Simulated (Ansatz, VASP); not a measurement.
## Co in VASP and in Ansatz

```xyz
2
Lattice="2.4274 0.0000 0.0000 -1.2137 2.1022 0.0000 0.0000 0.0000 3.9230" Properties=species:S:1:pos:R:3 pbc="T T T"
Co    0.0000    1.4014    0.9808
Co    1.2137    0.7007    2.9423
```

Alike in both runs: task single point; functional LDA; k mesh 7 × 7 × 4; occupations fermi-dirac, width 0.05 eV; collinear spin.

|  | VASP | Ansatz |
| --- | --- | --- |
| version | VASP 6.6.1 | Ansatz 0.2.0 |
| potentials or method | VASP PAW LDA potentials, release 64 (Co_sv), cutoff 600 eV | plane waves (420 eV) with PAW, scalar-relativistic |
| valence electrons in the cell | 34 | 34 |

|  | VASP | Ansatz | Ansatz less VASP |
| --- | --- | --- | --- |
| pressure (GPa) | -4.8 | -0.5 | +4.33 |
| traceless stress, the component that is largest in VASP (GPa) | -0.97 | -0.42 | +0.558 |
| net moment per atom (μB) | 1.45 | 1.47 | +0.022 |
| size of the moment on the site where the two differ most (μB) | 1.49 | 1.52 | +0.036 |

Ansatz warns that its potentials were made for another functional, while VASP's fit it. LDA's correlation is that of Perdew and Zunger in VASP and of Perdew and Wang (1992) in Ansatz. Site moments also hang on the region over which each program counts them. One of these differences is far larger than is usual between the two programs; its cause wasn't traced.

The k mesh is coarse, so the values compare programs but aren't converged.
